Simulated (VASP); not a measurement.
# SiO2 (Imma) in VASP: a series of runs, part 3 of 3

VASP 6.6.1. The steps go on from the part before.

### 4 Single point, PBE

This run uses another cell than the first one: it holds 48 atoms, not 12.

INCAR reads:

```
PREC = Accurate
ENCUT = 520
EDIFF = 1E-6
ISMEAR = 0
SIGMA = 0.01
LREAL = Auto
LASPH = True
NELM = 100
ALGO = Normal
ISIF = 2
LWAVE = False
LCHARG = True
GGA = PE
LELF = True
LVHAR = True
NBANDS = 158
```

KPOINTS reads:

```
Automatic mesh
0
Gamma
  2 2 2
  0.5 0.5 0.5
```

POSCAR reads:

```
SiO2
1.0
    5.2865229236      0.0000000000     -8.9434898815
    5.2865229236      0.0000000000      8.9434898815
   -5.2865229236     -9.6504593367      0.0000000000
Si O
16 32
Direct
    0.2847437046      0.6299522480      0.4146959525
    0.5347437046      0.3799522480      0.9146959525
    0.7847437046      0.1299522480      0.4146959525
    0.0347437046      0.8799522480      0.9146959525
    0.3799522480      0.0347437046      0.9146959525
    0.6299522480      0.7847437046      0.4146959525
    0.8799522480      0.5347437046      0.9146959525
    0.1299522480      0.2847437046      0.4146959525
    0.9652562954      0.1200477520      0.0853040475
    0.2152562954      0.8700477520      0.5853040475
    0.4652562954      0.6200477520      0.0853040475
    0.7152562954      0.3700477520      0.5853040475
    0.8700477520      0.7152562954      0.5853040475
    0.1200477520      0.4652562954      0.0853040475
    0.3700477520      0.2152562954      0.5853040475
    0.6200477520      0.9652562954      0.0853040475
    0.9333525088      0.8166474912      0.7500000000
    0.1833525088      0.5666474912      0.2500000000
    0.4333525088      0.3166474912      0.7500000000
    0.6833525088      0.0666474912      0.2500000000
    0.3166474912      0.9333525088      0.7500000000
    0.5666474912      0.6833525088      0.2500000000
    0.8166474912      0.4333525088      0.7500000000
    0.0666474912      0.1833525088      0.2500000000
    0.4782527537      0.2282527537      0.9565055073
    0.7282527537      0.9782527537      0.4565055073
    0.9782527537      0.7282527537      0.9565055073
    0.2282527537      0.4782527537      0.4565055073
    0.7717472463      0.0217472463      0.0434944927
    0.0217472463      0.7717472463      0.5434944927
    0.2717472463      0.5217472463      0.0434944927
    0.5217472463      0.2717472463      0.5434944927
    0.7717472463      0.5217472463      0.5434944927
    0.0217472463      0.2717472463      0.0434944927
    0.2717472463      0.0217472463      0.5434944927
    0.5217472463      0.7717472463      0.0434944927
    0.4782527537      0.7282527537      0.4565055073
    0.7282527537      0.4782527537      0.9565055073
    0.9782527537      0.2282527537      0.4565055073
    0.2282527537      0.9782527537      0.9565055073
    0.7500000000      0.2500000000      0.5000000000
    1.0000000000      0.0000000000      1.0000000000
    0.2500000000      0.7500000000      0.5000000000
    0.5000000000      0.5000000000      0.0000000000
    0.5000000000      1.0000000000      1.0000000000
    0.7500000000      0.7500000000      0.5000000000
    1.0000000000      0.5000000000      1.0000000000
    0.2500000000      0.2500000000      0.5000000000
```

Potentials or basis: VASP PAW PBE potentials, release 64 (Si, O).

Command:

```console
> cat potpaw_PBE.64/Si/POTCAR potpaw_PBE.64/O/POTCAR > POTCAR
> mpirun -np 1 vasp_std > vasp.out
```

OUTCAR:

```text
PREC = Accurate
   ENCUT = 520
   EDIFF = 1E-6
   ISMEAR = 0
   LREAL = Auto
   LASPH = True
   NELM = 100
   ISIF = 2
   GGA = PE

 ion  position               nearest neighbor table
   1  0.285  0.630  0.415-  43 1.61  37 1.62  28 1.62  18 1.63   6 3.14   8 3.14
   2  0.535  0.380  0.915-  44 1.61  38 1.62  25 1.62  19 1.63   5 3.14   7 3.14
   3  0.785  0.130  0.415-  41 1.61  39 1.62  26 1.62  20 1.63   6 3.14   8 3.14
   4  0.035  0.880  0.915-  42 1.61  40 1.62  27 1.62  17 1.63   5 3.14   7 3.14
   5  0.380  0.035  0.915-  45 1.61  25 1.62  40 1.62  21 1.63   2 3.14   4 3.14
   6  0.630  0.785  0.415-  46 1.61  26 1.62  37 1.62  22 1.63   1 3.14   3 3.14
[... 8 lines left out ...]
  15  0.370  0.215  0.585-  48 1.61  35 1.62  32 1.62  19 1.63  10 3.14  12 3.14
  16  0.620  0.965  0.085-  45 1.61  36 1.62  29 1.62  20 1.63   9 3.14  11 3.14
  17  0.933  0.817  0.750-   4 1.63  13 1.63
[... 29 lines left out ...]
  47  0.000  0.500  0.000-   7 1.61  14 1.61
  48  0.250  0.250  0.500-   8 1.61  15 1.61

  LATTYP: Found a face centered orthorhombic cell.
 ALAT       =    10.5730458472
 B/A-ratio  =     1.6917527855
 C/A-ratio  =     1.8254833047

  Lattice vectors:

 A1 = (   0.0000000000,  -9.6504593367,   8.9434898815)
 A2 = (   5.2865229236,  -9.6504593367,   0.0000000000)
 A3 = (   5.2865229236,   0.0000000000,   8.9434898815)

Analysis of symmetry for initial positions (statically):
=====================================================================
 Subroutine PRICEL returns following result:

  LATTYP: Found a body centered orthorhombic cell.
 ALAT       =     5.2865229236
 B/A-ratio  =     1.6917527855
 C/A-ratio  =     1.8254833047

  Lattice vectors:

 A1 = (  -2.6432614618,   4.8252296684,  -4.4717449408)
 A2 = (   2.6432614618,   4.8252296683,   4.4717449407)
 A3 = (   2.6432614618,  -4.8252296683,  -4.4717449407)

   4 primitive cells build up your supercell.

 Routine SETGRP: Setting up the symmetry group for a
 face centered orthorhombic supercell.

 Subroutine GETGRP returns: Found  8 space group operations
 (whereof  4 operations were pure point group operations)
 out of a pool of  8 trial point group operations.

The static configuration has the point symmetry C_2h.
 The point group associated with its full space group is D_2h.

Analysis of symmetry for dynamics (positions and initial velocities):
=====================================================================
 Subroutine PRICEL returns following result:

  LATTYP: Found a body centered orthorhombic cell.
 ALAT       =     5.2865229236
 B/A-ratio  =     1.6917527855
 C/A-ratio  =     1.8254833047

  Lattice vectors:

 A1 = (  -2.6432614618,   4.8252296684,  -4.4717449408)
 A2 = (   2.6432614618,   4.8252296683,   4.4717449407)
 A3 = (   2.6432614618,  -4.8252296683,  -4.4717449407)

   4 primitive cells build up your supercell.

 Routine SETGRP: Setting up the symmetry group for a
 face centered orthorhombic supercell.

 Subroutine GETGRP returns: Found  8 space group operations
 (whereof  4 operations were pure point group operations)
 out of a pool of  8 trial point group operations.

[... 70 lines left out ...]

 Subroutine IBZKPT returns following result:
 ===========================================

 Found      3 irreducible k-points:

 Following reciprocal coordinates:
            Coordinates               Weight
  0.250000  0.250000  0.250000      2.000000
 -0.250000  0.250000  0.250000      4.000000
 -0.250000 -0.250000  0.250000      2.000000
   k-points           NKPTS =      3   k-points in BZ     NKDIM =      3   number of bands    NBANDS=    158
   number of dos      NEDOS =    301   number of ions     NIONS =     48
   total plane-waves  NPLWV = 537600
   dimension x,y,z NGX =    80 NGY =   80 NGZ =   84
   dimension x,y,z NGXF=   160 NGYF=  160 NGZF=  168
   ions per type =              16  32
   NGX,Y,Z   is equivalent  to a cutoff of  12.80, 12.80, 12.69 a.u.
   NGXF,Y,Z  is equivalent  to a cutoff of  25.60, 25.60, 25.38 a.u.
 SYSTEM =  unknown system
   PREC   = accura    normal or accurate (medium, high low for compatibility)
   ISTART =      0    job   : 0-new  1-cont  2-samecut
   ICHARG =      2    charge: 1-file 2-atom 10-const
   ISPIN  =      1    spin polarized calculation?
   LNONCOLLINEAR =      F non collinear calculations
   LSORBIT =      F    spin-orbit coupling
   LASPH  =      T    aspherical Exc in radial PAW
   ENCUT  =  520.0 eV  38.22 Ry    6.18 a.u.  19.32 19.32 20.46*2*pi/ulx,y,z
   NELM   =    100;   NELMIN=  2; NELMDL= -5     # of ELM steps
   EDIFF  = 0.1E-05   stopping-criterion for ELM
   LREAL  =      T    real-space projection
   EDIFFG = 0.1E-04   stopping-criterion for IOM
   NSW    =      0    number of steps for IOM
   IBRION =     -1    ionic relax: 0-MD 1-quasi-New 2-CG
   NFREE  =      0    steps in history (QN), initial steepest desc. (CG)
   ISIF   =      2    stress and relaxation
   ISYM   =      2    0-nonsym 1-usesym 2-fastsym
   POTIM  = 0.5000    time-step for ionic-motion
   TEBEG  =    0.0;   TEEND  =   0.0 temperature during run
   PSTRESS=    0.0 pullay stress
   NELECT =     256.0000    total number of electrons
   NUPDOWN=      -1.0000    fix difference up-down
   EMIN   =  10.00;   EMAX   =-10.00  energy-range for DOS
   EFERMI =   0.00;   METHOD = LEGACY
   ISMEAR =     0;   SIGMA  =   0.01  broadening in eV -4-tet -1-fermi 0-gaus
   EFERMI_NEDOS =   21; number of points for ismear=-14 and -15
   IALGO  =     38    algorithm
   IMIX   =      4    mixing-type and parameters
     AMIX     =   0.40;   BMIX     =  1.00
     AMIX_MAG =   1.60;   BMIX_MAG =  1.00
  volume/ion in A,a.u.               =      19.01       128.30
  Fermi-wavevector in a.u.,A,eV,Ry     =   1.071691  2.025203 15.626599  1.148523
  Thomas-Fermi vector in A             =   2.207439
   LORBIT       =      0    0 simple, 1 ext, 2 COOP (PROOUT), +10 PAW based schemes
   GGA     = PE    functional components
   LHFCALC =     F    Hartree Fock is set to
   AEXX    =    0.0000 exact exchange contribution
   IVDW    =     0    specifies the selected vdW correction
   LEPSILON=     F    determine dielectric tensor
   LRPA    =     F    only Hartree local field effects (RPA)
 non-spin polarized calculation
 Gauss-broadening in eV      SIGMA  =   0.01
  energy-cutoff  :      520.00
  volume of cell :      912.55
 maximum number of plane-waves:     24590
 NGX is ok and might be reduce to    80

 number of electron     255.9999998 magnetization

 Free energy of the ion-electron system (eV)
  ---------------------------------------------------
  ext. energy  EPLUGINS =         0.00000000
  ---------------------------------------------------
  free energy    TOTEN  =      -379.49812759 eV

  energy without entropy =     -379.49812759  energy(sigma->0) =     -379.49812759

 E-fermi :  -1.5831     XC(G=0):  -6.9265

 val. band max:       -1.6732549471   @ k =  -0.2500   0.2500   0.2500
 cond. band min:       4.0935172153   @ k =  -0.2500   0.2500   0.2500
 fundamental gap:      5.7667721624
 Fermi energy:        -1.5830964980

 k-point     1 :       0.2500    0.2500    0.2500
  band No.  band energies     occupation
      1     -20.7941      2.00000
      2     -20.7941      2.00000
      3     -20.7776      2.00000
      4     -20.7776      2.00000
      5     -20.3185      2.00000
      6     -20.3185      2.00000
[... 418 lines left out ...]
    139       7.0072      0.00000
    140       7.0534      0.00000
 [bands above 140 left out]

------------------------ aborting loop because EDIFF is reached ----------------------------------------

  FORCE on cell =-STRESS in cart. coord.  units (eV):
  Direction    XX          YY          ZZ          XY          YZ          ZX
  --------------------------------------------------------------------------------------
  -------------------------------------------------------------------------------------
  Total        0.6126647      0.2983365      0.2363172      0.0000000      0.0000000      0.0000000
  in kB        1.0756682      0.5237957      0.4149071      0.0000000      0.0000000      0.0000000
  external PRESSURE =       0.6714570 kB  Pullay stress =       0.0000000 kB

 VOLUME and BASIS-vectors are now :
 -----------------------------------------------------------------------------
  energy-cutoff  :      520.00
  volume of cell :      912.55
      direct lattice vectors                 reciprocal lattice vectors
     5.286522924  0.000000000 -8.943489881     0.094580125 -0.051811005 -0.055906588
     5.286522924  0.000000000  8.943489881     0.094580125 -0.051811005  0.055906588
    -5.286522924 -9.650459337  0.000000000     0.000000000 -0.103622011  0.000000000

 POSITION                                       TOTAL-FORCE (eV/Angst)
 -----------------------------------------------------------------------------------
      2.64326     -4.00201      3.08737        -0.000000     -0.036519      0.027767
      0.00000     -8.82724     -1.38438        -0.000000     -0.036519      0.027767
      2.64326     -4.00201     -5.85612        -0.000000     -0.036519      0.027767
      0.00000     -8.82724      7.55911        -0.000000     -0.036519      0.027767
     -2.64326     -8.82724     -3.08737        -0.000000     -0.036519     -0.027767
      5.28652     -4.00201      1.38438        -0.000000     -0.036519     -0.027767
[... 40 lines left out ...]
      2.64326      0.00000      4.47174         0.000000      0.000000     -0.000000
      0.00000     -4.82523      0.00000         0.000000      0.000000     -0.000000
 -----------------------------------------------------------------------------------
    total drift:                               -0.000008     -0.000008      0.000006

  FREE ENERGIE OF THE ION-ELECTRON SYSTEM (eV)
  ---------------------------------------------------
  free  energy   TOTEN  =      -379.4981275897 eV

  energy  without entropy=     -379.4981275897  energy(sigma->0) =     -379.49812759
```

Run time: 18 min. Hardware: 1 thread of Oxide Virtual Turin-like, shared host; peak memory 1.1 GiB.

What came out:

| Quantity | Value |
| --- | --- |
| Free energy | -379.4981 eV |
| Pressure | 0.1 GPa |
| Largest force | 0.046 eV/Å |
| Band gap on the k mesh | 5.77 eV |

Forces on the atoms (eV/Å):
```
Si   0.000 -0.037  0.028
Si   0.000 -0.037  0.028
Si   0.000 -0.037  0.028
Si   0.000 -0.037  0.028
Si   0.000 -0.037 -0.028
Si   0.000 -0.037 -0.028
Si   0.000 -0.037 -0.028
Si   0.000 -0.037 -0.028
Si   0.000  0.037 -0.028
Si   0.000  0.037 -0.028
Si   0.000  0.037 -0.028
Si   0.000  0.037 -0.028
Si   0.000  0.037  0.028
Si   0.000  0.037  0.028
Si   0.000  0.037  0.028
Si   0.000  0.037  0.028
O    0.000  0.000 -0.016
O    0.000  0.000 -0.016
O    0.000  0.000 -0.016
O    0.000  0.000 -0.016
O    0.000  0.000  0.016
O    0.000  0.000  0.016
O    0.000  0.000  0.016
O    0.000  0.000  0.016
O    0.000  0.013  0.000
O    0.000  0.013  0.000
O    0.000  0.013  0.000
O    0.000  0.013  0.000
O    0.000 -0.013  0.000
O    0.000 -0.013  0.000
O    0.000 -0.013  0.000
O    0.000 -0.013  0.000
O    0.000 -0.013  0.000
O    0.000 -0.013  0.000
O    0.000 -0.013  0.000
O    0.000 -0.013  0.000
O    0.000  0.013  0.000
O    0.000  0.013  0.000
O    0.000  0.013  0.000
O    0.000  0.013  0.000
O    0.000  0.000  0.000
O    0.000  0.000  0.000
O    0.000  0.000  0.000
O    0.000  0.000  0.000
O    0.000  0.000  0.000
O    0.000  0.000  0.000
O    0.000  0.000  0.000
O    0.000  0.000  0.000
```

Caveat: a shifted mesh leaves out Γ, where band edges can lie.

### 5 Overview

```tsv
cell	k mesh	smearing	gap on the mesh (eV)	pressure (GPa)	largest force (eV/Å)
a = 6.992 Å, angles 135.6, 97.1, 99.3°, 12 atoms, atomic positions A	6 × 6 × 6	tetrahedron	5.38	0.7	0.04
a = 7.030 Å, angles 136.2, 94.4, 101.6°, 12 atoms, atomic positions B	6 × 6 × 6	gaussian 0.02 eV	5.41	2.4	0.05
a = 10.389, b = 10.389, c = 11.004 Å, angles 104.2, 104.2, 118.8°, 48 atoms, atomic positions C	2 × 2 × 2, shifted	gaussian 0.01 eV	5.77	0.1	0.05
```

Alike in all rows: task single point; level PBE; potentials or basis VASP PAW PBE potentials, release 64 (Si, O); no spin polarisation; cutoff (eV) 520.

Caveats: a shifted mesh leaves out Γ, where band edges can lie (at least some runs).

Absolute energies hang on the potentials; compare differences alone.
